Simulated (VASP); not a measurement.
Hf: single point with PBEsol

The system is Hf.

```
CELL_PARAMETERS angstrom
5.56400 0.00000 0.00000
0.00000 5.56400 0.00000
0.00000 0.00000 5.56400
ATOMIC_POSITIONS crystal
Hf 0.00000 0.00000 0.00000
Hf 0.50000 0.50000 0.50000
Hf 0.25000 0.00000 0.50000
Hf 0.75000 0.00000 0.50000
Hf 0.50000 0.25000 0.00000
Hf 0.50000 0.75000 0.00000
Hf 0.00000 0.50000 0.25000
Hf 0.00000 0.50000 0.75000
```

| Quantity | Value |
| --- | --- |
| Program | VASP 6.6.1 |
| Task | single point |
| Functional | PBEsol |
| Potentials or basis | VASP PAW PBE potentials, release 64 (Hf_pv) |
| Cutoff | 520 eV |
| k mesh | 6 × 6 × 6 |
| Occupations | fermi-dirac, width 0.1 eV |
| Spin | no spin polarisation |

The pressure is -0.3 GPa and the band gap on the k mesh is zero (bands 40 and 41 overlap by 0.54 eV).

Levels at points of the mesh, in eV from the Fermi level:
| k point | band 36 | band 37 | band 38 | band 39 | band 40 | band 41 | band 42 | band 43 | band 44 | band 45 |
| --- | --- | --- | --- | --- | --- | --- | --- | --- | --- | --- |
| (0.00, 0.00, 0.00) | -0.70 | -0.70 | -0.70 | -0.44 | -0.44 | -0.44 | -0.14 | 0.11 | 0.11 | 1.23 |
| (0.50, 0.00, 0.00) | -0.74 | -0.23 | -0.23 | -0.06 | -0.06 | 0.12 | 0.12 | 0.41 | 0.41 | 1.34 |
| (0.50, 0.50, 0.00) | -0.24 | -0.11 | -0.11 | -0.02 | 0.00 | 0.01 | 0.14 | 0.14 | 0.77 | 1.15 |
| (0.50, 0.50, 0.50) | -0.67 | 0.03 | 0.03 | 0.03 | 0.03 | 0.03 | 0.03 | 0.71 | 0.71 | 0.71 |

Run time: 2.2 min on 1 thread of Intel(R) Xeon(R) Platinum 8488C (Sapphire Rapids), on a shared host, peak memory 0.31 GiB.

Caveat: the PAW data sets were made with another functional, which shifts forces and pressure a little; spin-orbit coupling is left out, which moves the levels of the heavy elements.
